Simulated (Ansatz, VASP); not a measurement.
# GaP: VASP beside Ansatz

```xyz
2
Lattice="0.0000 2.2085 2.2085 2.2085 0.0000 2.2085 2.2085 2.2085 0.0000" Properties=species:S:1:pos:R:3 pbc="T T T"
Ga    0.0000    0.0000    0.0000
P     1.1043    1.1043    1.1043
```

Change from the starting cell: volume scaled by 0.55, PAW files.

Alike in both runs: task single point; functional LDA; k mesh 13 × 13 × 13; occupations fermi-dirac, width 0.1 eV; no spin polarisation.

|  | VASP | Ansatz |
| --- | --- | --- |
| version | VASP 6.6.1 | Ansatz 0.2.0 |
| potentials or method | VASP PAW LDA potentials, release 64 (Ga_d, P) | PAW with Ansatz's default frozen-core files, scalar-relativistic |
| plane-wave cutoff (eV) | 520 | 420 |
| valence electrons in the cell | 18 | 18 |

|  | VASP | Ansatz | Ansatz less VASP |
| --- | --- | --- | --- |
| pressure (GPa) | 189.8 | 189.3 | -0.48 |

LDA's correlation is that of Perdew and Zunger in VASP and of Perdew and Wang (1992) in Ansatz. Both programs put the cell under a high pressure, so it lies far from rest at this level.

Noted on VASP's run: the cell as given lies far from equilibrium.
